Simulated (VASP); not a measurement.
# AgCl (P6_3/mmc) in VASP: notebook

Aim: see how the results for AgCl move with the level of theory and the settings. Levels: PBE, r2SCAN. Tasks: single point.

All numbers are computed with VASP 6.6.1; they aren't measurements. Logs are shortened: lines on timing, memory, paths and dates and some standing lists are left out, and cuts for length are marked.

### 1 The cell of the first run

It takes space group P6_3/mmc (No. 194, hexagonal). The conventional cell has a = 4.633 Å, b = 4.633 Å, c = 5.548 Å, α = 90.00°, β = 90.00°, γ = 120.00°. Within 3.5 Å of Ag (site symmetry -6m2) lie 5 Cl at 2.67 to 2.77 Å. Cl (site symmetry -6m2) has 5 Ag at 2.67 to 2.77 Å within 3.5 Å.

### 2 Single point, PBE (epitaxial xy strain +2.5%)

INCAR reads:

```
SYSTEM = AgCl
PREC     = Accurate       ! precision mode
ENCUT    = 520            ! plane-wave cutoff, eV
EDIFF    = 1E-7           ! SCF threshold, eV
ISMEAR   = -1             ! smearing method
SIGMA    = 0.02           ! smearing width, eV
LREAL    = .FALSE.        ! projectors in reciprocal space
LASPH    = .TRUE.         ! aspherical terms in the spheres
NELM     = 80             ! most SCF steps
ALGO     = Normal         ! electronic algorithm
ISIF     = 2              ! what is computed and relaxed
LWAVE    = .FALSE.        ! write WAVECAR
LCHARG   = .FALSE.        ! write CHGCAR
GGA      = PE             ! functional
NBANDS   = 26             ! bands
```

KPOINTS reads:

```
Automatic mesh
0
G
  6 6 4
  0 0 0
```

POSCAR reads:

```
AgCl
1.0
    4.6331659782      0.0000000000      0.0000000000
   -2.3165829891      4.0124394371      0.0000000000
    0.0000000000      0.0000000000      5.5481418421
Ag Cl
2 2
Direct
    0.3333333333      0.6666666667      0.2500000000
    0.6666666667      0.3333333333      0.7500000000
    0.6666666667      0.3333333333      0.2500000000
    0.3333333333      0.6666666667      0.7500000000
```

Potentials or basis: VASP PAW PBE potentials, release 64 (Ag, Cl).

On the command line:

```
cat potpaw_PBE.64/Ag/POTCAR potpaw_PBE.64/Cl/POTCAR > POTCAR
mpirun -np 1 vasp_std > vasp.out
```

OUTCAR:

```text
SYSTEM = AgCl
   PREC = Accurate
   ENCUT = 520
   EDIFF = 1E-7
   ISMEAR = -1
   LREAL = .FALSE.
   LASPH = .TRUE.
   NELM = 80
   ISIF = 2
   GGA = PE

 ion  position               nearest neighbor table
   1  0.333  0.667  0.250-   3 2.67   3 2.67   3 2.67   4 2.77   4 2.77
   2  0.667  0.333  0.750-   4 2.67   4 2.67   4 2.67   3 2.77   3 2.77
   3  0.667  0.333  0.250-   1 2.67   1 2.67   1 2.67   2 2.77   2 2.77
   4  0.333  0.667  0.750-   2 2.67   2 2.67   2 2.67   1 2.77   1 2.77

  LATTYP: Found a hexagonal cell.
 ALAT       =     4.6331659782
 C/A-ratio  =     1.1974839382

  Lattice vectors:

 A1 = (   4.6331659782,   0.0000000000,   0.0000000000)
 A2 = (  -2.3165829891,   4.0124394371,   0.0000000000)
 A3 = (   0.0000000000,   0.0000000000,   5.5481418421)

Analysis of symmetry for initial positions (statically):
=====================================================================
 Subroutine PRICEL returns:
 Original cell was already a primitive cell.

 Routine SETGRP: Setting up the symmetry group for a
 hexagonal supercell.

 Subroutine GETGRP returns: Found 24 space group operations
 (whereof 12 operations were pure point group operations)
 out of a pool of 24 trial point group operations.

The static configuration has the point symmetry D_3d.
 The point group associated with its full space group is D_6h.

Analysis of symmetry for dynamics (positions and initial velocities):
=====================================================================
 Subroutine PRICEL returns:
 Original cell was already a primitive cell.

 Routine SETGRP: Setting up the symmetry group for a
 hexagonal supercell.

 Subroutine GETGRP returns: Found 24 space group operations
 (whereof 12 operations were pure point group operations)
 out of a pool of 24 trial point group operations.

The dynamic configuration has the point symmetry D_3d.
 The point group associated with its full space group is D_6h.

 Subroutine INISYM returns: Found 24 space group operations
 (whereof 12 operations are pure point group operations),
 and found     1 'primitive' translations

----------------------------------------------------------------------------------------

                                     Primitive cell

  volume of cell :     103.1416

  direct lattice vectors                    reciprocal lattice vectors
     4.633165978  0.000000000  0.000000000     0.215835134  0.124612473  0.000000000
    -2.316582989  4.012439437  0.000000000     0.000000000  0.249224945  0.000000000
     0.000000000  0.000000000  5.548141842     0.000000000  0.000000000  0.180240525

  length of vectors
     4.633165978  4.633165978  5.548141842     0.249224945  0.249224945  0.180240525

  position of ions in fractional coordinates (direct lattice)
     0.333333333  0.666666667  0.250000000
     0.666666667  0.333333333  0.750000000
     0.666666667  0.333333333  0.250000000
     0.333333333  0.666666667  0.750000000

  ion indices of the primitive-cell ions
   primitive index   ion index
                 1           1
                 2           2
                 3           3
                 4           4

----------------------------------------------------------------------------------------

 KPOINTS: Automatic mesh

Automatic generation of k-mesh.
 Grid dimensions read from file:
 generate k-points for:    6    6    4

 Generating k-lattice:

  Cartesian coordinates                     Fractional coordinates (reciprocal lattice)
     0.035972522  0.020768745  0.000000000     0.166666667 -0.000000000  0.000000000
     0.000000000  0.041537491  0.000000000     0.000000000  0.166666667  0.000000000
     0.000000000  0.000000000  0.045060131     0.000000000  0.000000000  0.250000000

  Length of vectors
     0.041537491  0.041537491  0.045060131

  Shift w.r.t. Gamma in fractional coordinates (k-lattice)
     0.000000000  0.000000000  0.000000000

 Subroutine IBZKPT returns following result:
 ===========================================

 Found     21 irreducible k-points:

 Following reciprocal coordinates:
            Coordinates               Weight
  0.000000  0.000000  0.000000      1.000000
  0.166667  0.000000  0.000000      6.000000
  0.333333  0.000000  0.000000      6.000000
  0.500000  0.000000  0.000000      3.000000
  0.166667  0.166667  0.000000      6.000000
  0.333333  0.166667  0.000000     12.000000
[... 13 lines left out ...]
  0.333333  0.166667  0.500000     12.000000
  0.333333  0.333333  0.500000      2.000000
   k-points           NKPTS =     21   k-points in BZ     NKDIM =     21   number of bands    NBANDS=     26
   number of dos      NEDOS =    301   number of ions     NIONS =      4
   total plane-waves  NPLWV =  54432
   dimension x,y,z NGX =    36 NGY =   36 NGZ =   42
   dimension x,y,z NGXF=    72 NGYF=   72 NGZF=   84
   ions per type =               2   2
   NGX,Y,Z   is equivalent  to a cutoff of  12.92, 12.92, 12.58 a.u.
   NGXF,Y,Z  is equivalent  to a cutoff of  25.83, 25.83, 25.17 a.u.
 SYSTEM =  AgCl
   PREC   = accura    normal or accurate (medium, high low for compatibility)
   ISTART =      0    job   : 0-new  1-cont  2-samecut
   ICHARG =      2    charge: 1-file 2-atom 10-const
   ISPIN  =      1    spin polarized calculation?
   LNONCOLLINEAR =      F non collinear calculations
   LSORBIT =      F    spin-orbit coupling
   LASPH  =      T    aspherical Exc in radial PAW
   ENCUT  =  520.0 eV  38.22 Ry    6.18 a.u.   8.61  8.61 10.32*2*pi/ulx,y,z
   NELM   =     80;   NELMIN=  2; NELMDL= -5     # of ELM steps
   EDIFF  = 0.1E-06   stopping-criterion for ELM
   LREAL  =      F    real-space projection
   EDIFFG = 0.1E-05   stopping-criterion for IOM
   NSW    =      0    number of steps for IOM
   IBRION =     -1    ionic relax: 0-MD 1-quasi-New 2-CG
   NFREE  =      0    steps in history (QN), initial steepest desc. (CG)
   ISIF   =      2    stress and relaxation
   ISYM   =      2    0-nonsym 1-usesym 2-fastsym
   POTIM  = 0.5000    time-step for ionic-motion
   TEBEG  =    0.0;   TEEND  =   0.0 temperature during run
   PSTRESS=    0.0 pullay stress
   NELECT =      36.0000    total number of electrons
   NUPDOWN=      -1.0000    fix difference up-down
   EMIN   =  10.00;   EMAX   =-10.00  energy-range for DOS
   EFERMI =   0.00;   METHOD = LEGACY
   ISMEAR =    -1;   SIGMA  =   0.02  broadening in eV -4-tet -1-fermi 0-gaus
   EFERMI_NEDOS =   21; number of points for ismear=-14 and -15
   IALGO  =     38    algorithm
   IMIX   =      4    mixing-type and parameters
     AMIX     =   0.40;   BMIX     =  1.00
     AMIX_MAG =   1.60;   BMIX_MAG =  1.00
  volume/ion in A,a.u.               =      25.79       174.01
  Fermi-wavevector in a.u.,A,eV,Ry     =   1.152651  2.178194 18.076748  1.328604
  Thomas-Fermi vector in A             =   2.289300
   LORBIT       =      0    0 simple, 1 ext, 2 COOP (PROOUT), +10 PAW based schemes
   GGA     = PE    functional components
   LHFCALC =     F    Hartree Fock is set to
   AEXX    =    0.0000 exact exchange contribution
   IVDW    =     0    specifies the selected vdW correction
   LEPSILON=     F    determine dielectric tensor
   LRPA    =     F    only Hartree local field effects (RPA)
 non-spin polarized calculation
  energy-cutoff  :      520.00
  volume of cell :      103.14
 maximum number of plane-waves:      2804
 NGX is ok and might be reduce to    36
   NGX = 17   NGY = 17   NGZ = 21

 number of electron      36.0000009 magnetization

 Free energy of the ion-electron system (eV)
  ---------------------------------------------------
  ext. energy  EPLUGINS =         0.00000000
  ---------------------------------------------------
  free energy    TOTEN  =       -10.83160865 eV

  energy without entropy =      -10.83160865  energy(sigma->0) =      -10.83160865

 E-fermi :   2.5007     XC(G=0):  -8.7394

 val. band max:        2.0794290833   @ k =   0.3333   0.3333   0.5000
 cond. band min:       3.2918446488   @ k =   0.0000   0.0000   0.0000
 fundamental gap:      1.2124155655
 Fermi energy:         2.5007227103

 k-point     1 :       0.0000    0.0000    0.0000
  band No.  band energies     occupation
      1     -12.7796      2.00000
      2     -12.3813      2.00000
      3      -1.9985      2.00000
      4      -1.9985      2.00000
      5      -1.8484      2.00000
      6      -1.7298      2.00000
[... 18 lines left out ...]
     25      10.6353      0.00000
     26      12.2678      0.00000

 k-point     2 :       0.1667    0.0000    0.0000
  band No.  band energies     occupation
      1     -12.7407      2.00000
      2     -12.3884      2.00000
      3      -2.0089      2.00000
      4      -1.9419      2.00000
      5      -1.8035      2.00000
      6      -1.7635      2.00000
[... 18 lines left out ...]
     25      10.7462      0.00000
     26      12.1228      0.00000

 k-point     3 :       0.3333    0.0000    0.0000
  band No.  band energies     occupation
      1     -12.6481      2.00000
      2     -12.4168      2.00000
      3      -2.0569      2.00000
      4      -1.7991      2.00000
      5      -1.7274      2.00000
      6      -1.6694      2.00000
[... 18 lines left out ...]
     25      11.4756      0.00000
     26      11.7731      0.00000

 k-point     4 :       0.5000    0.0000    0.0000
  band No.  band energies     occupation
      1     -12.5824      2.00000
      2     -12.4503      2.00000
      3      -2.0866      2.00000
      4      -1.7102      2.00000
      5      -1.6519      2.00000
      6      -1.5300      2.00000
[... 18 lines left out ...]
     25      11.8231      0.00000
     26      11.8816      0.00000

 k-point     5 :       0.1667    0.1667    0.0000
  band No.  band energies     occupation
      1     -12.6742      2.00000
      2     -12.4069      2.00000
      3      -1.9762      2.00000
      4      -1.9211      2.00000
      5      -1.7404      2.00000
      6      -1.7131      2.00000
[... 18 lines left out ...]
     25      11.3678      0.00000
     26      11.5106      0.00000

 k-point     6 :       0.3333    0.1667    0.0000
  band No.  band energies     occupation
      1     -12.5831      2.00000
      2     -12.4497      2.00000
      3      -1.9886      2.00000
      4      -1.7868      2.00000
      5      -1.6848      2.00000
      6      -1.5472      2.00000
[... 340 lines left out ...]
 k-point    18 :       0.5000    0.0000    0.5000
  band No.  band energies     occupation
      1     -12.4820      2.00000
      2     -12.4820      2.00000
      3      -2.5170      2.00000
      4      -2.5170      2.00000
      5      -1.7040      2.00000
      6      -1.7040      2.00000
[... 18 lines left out ...]
     25      10.9452      0.00000
     26      10.9452      0.00000

 k-point    19 :       0.1667    0.1667    0.5000
  band No.  band energies     occupation
      1     -12.5093      2.00000
      2     -12.5093      2.00000
      3      -2.4129      2.00000
      4      -2.4129      2.00000
      5      -1.7706      2.00000
      6      -1.7706      2.00000
[... 18 lines left out ...]
     25      10.3700      0.00000
     26      10.3700      0.00000

 k-point    20 :       0.3333    0.1667    0.5000
  band No.  band energies     occupation
      1     -12.4821      2.00000
      2     -12.4821      2.00000
      3      -2.4990      2.00000
      4      -2.4990      2.00000
      5      -1.6961      2.00000
      6      -1.6961      2.00000
[... 18 lines left out ...]
     25      10.9595      0.00000
     26      10.9595      0.00000

 k-point    21 :       0.3333    0.3333    0.5000
  band No.  band energies     occupation
      1     -12.4731      2.00000
      2     -12.4731      2.00000
      3      -2.5053      2.00000
      4      -2.5053      2.00000
      5      -1.6562      2.00000
      6      -1.6562      2.00000
[... 18 lines left out ...]
     25      11.1483      0.00000
     26      11.1483      0.00000

------------------------ aborting loop because EDIFF is reached ----------------------------------------

  FORCE on cell =-STRESS in cart. coord.  units (eV):
  Direction    XX          YY          ZZ          XY          YZ          ZX
  --------------------------------------------------------------------------------------
  -------------------------------------------------------------------------------------
  Total        0.0147633      0.0147633      0.8534465      0.0000000      0.0000000      0.0000000
  in kB        0.2293293      0.2293293     13.2572350      0.0000000      0.0000000      0.0000000
  external PRESSURE =       4.5719646 kB  Pullay stress =       0.0000000 kB

 VOLUME and BASIS-vectors are now :
 -----------------------------------------------------------------------------
  energy-cutoff  :      520.00
  volume of cell :      103.14
      direct lattice vectors                 reciprocal lattice vectors
     4.633165978  0.000000000  0.000000000     0.215835134  0.124612473  0.000000000
    -2.316582989  4.012439437  0.000000000     0.000000000  0.249224945  0.000000000
     0.000000000  0.000000000  5.548141842     0.000000000  0.000000000  0.180240525

 POSITION                                       TOTAL-FORCE (eV/Angst)
 -----------------------------------------------------------------------------------
     -0.00000      2.67496      1.38704         0.000000      0.000000      0.000000
      2.31658      1.33748      4.16111         0.000000     -0.000000      0.000000
      2.31658      1.33748      1.38704         0.000000     -0.000000      0.000000
     -0.00000      2.67496      4.16111        -0.000000      0.000000      0.000000
 -----------------------------------------------------------------------------------
    total drift:                                0.000000     -0.000000      0.000000

  FREE ENERGIE OF THE ION-ELECTRON SYSTEM (eV)
  ---------------------------------------------------
  free  energy   TOTEN  =       -10.8316086483 eV

  energy  without entropy=      -10.8316086482  energy(sigma->0) =      -10.83160865
```

It took 30 s on 1 thread of AMD EPYC 7R13, shared host; peak memory 0.24 GiB.

What came out:

```
Free energy            : -10.8316 eV
Pressure               : 0.5 GPa
Band gap on the k mesh : 1.21 eV, indirect (least direct gap 1.53 eV)
```

Levels at points of the mesh, in eV from the valence-band top:
| k point | band 16 | band 17 | band 18 | band 19 | band 20 | band 21 |
| --- | --- | --- | --- | --- | --- | --- |
| (0.00, 0.00, 0.00) | -0.63 | -0.32 | -0.32 | 1.21 | 2.86 | 7.19 |
| (0.50, 0.00, 0.00) | -1.59 | -1.55 | -1.15 | 3.72 | 4.10 | 5.84 |
| (0.00, 0.00, 0.50) | -0.40 | -0.40 | -0.40 | 3.57 | 3.57 | 7.01 |
| (0.50, 0.00, 0.50) | -1.23 | -0.14 | -0.14 | 4.74 | 4.74 | 6.13 |

Caveat: the cell differs from its parent crystal (epitaxial xy strain +2.5%). A k mesh can miss the band edges.

### 3 Single point, r2SCAN (epitaxial xy strain +2.5%)

POSCAR is that of step 2.

INCAR.step1 reads:

```
ALGO     = Normal         # electronic algorithm
EDIFF    = 1E-4           # SCF threshold, eV
ENCUT    = 520            # plane-wave cutoff, eV
GGA      = PE             # functional
ISMEAR   = 0              # smearing method
LASPH    = T              # aspherical terms in the spheres
LCHARG   = F              # write CHGCAR
LREAL    = F              # projectors in reciprocal space
LWAVE    = T              # write WAVECAR
NBANDS   = 26             # bands
NELM     = 80             # most SCF steps
PREC     = Accurate       # precision mode
SIGMA    = 0.01           # smearing width, eV
```

INCAR.step2 reads:

```
ALGO     = Normal         # electronic algorithm
EDIFF    = 1E-6           # SCF threshold, eV
ENCUT    = 520            # plane-wave cutoff, eV
ISIF     = 2              # what is computed and relaxed
ISMEAR   = 0              # smearing method
ISTART   = 1            
LASPH    = T              # aspherical terms in the spheres
LCHARG   = T              # write CHGCAR
LELF     = T              # ELF
LMIXTAU  = T            
LREAL    = F              # projectors in reciprocal space
LVHAR    = T            
LWAVE    = F              # write WAVECAR
METAGGA  = R2SCAN         # meta-GGA
NBANDS   = 26             # bands
NELM     = 80             # most SCF steps
PREC     = Accurate       # precision mode
SIGMA    = 0.01           # smearing width, eV
```

KPOINTS reads:

```
k-points
0
Gamma
  6 6 4
```

Potentials or basis: VASP PAW PBE potentials, release 64 (Ag, Cl).

On the command line:

```
cat potpaw_PBE.64/Ag/POTCAR potpaw_PBE.64/Cl/POTCAR > POTCAR
cp INCAR.step1 INCAR
mpirun -np 1 vasp_std > vasp.out
cp INCAR.step2 INCAR
mpirun -np 1 vasp_std > vasp.out
```

Run time: 2.3 min. Hardware: 1 thread of AMD EPYC 7R13, shared host; peak memory 0.26 GiB.

The run converged. Its results:

```yaml
Free_energy: -57.1220 eV
Pressure: -0.7 GPa
Band_gap_on_the_k_mesh: 1.62 eV, indirect (least direct gap 1.94 eV)
```

Stress tensor (GPa, compression positive):
```
-1.06  0.00  0.00
 0.00 -1.06  0.00
 0.00  0.00 -0.07
```

Levels at points of the mesh, in eV from the valence-band top:
```
           k point  band 16  band 17  band 18  band 19  band 20  band 21
(0.00, 0.00, 0.00)    -0.63    -0.32    -0.32     1.62     3.37     7.68
(0.50, 0.00, 0.00)    -1.60    -1.51    -1.17     4.23     4.58     6.07
(0.00, 0.00, 0.50)    -0.40    -0.40    -0.40     3.94     3.94     7.50
(0.50, 0.00, 0.50)    -1.24    -0.13    -0.13     5.15     5.15     6.61
```

Caveat: the cell differs from its parent crystal (epitaxial xy strain +2.5%); the PAW data sets were made with another functional, which shifts forces and pressure a little. A k mesh can miss the band edges.
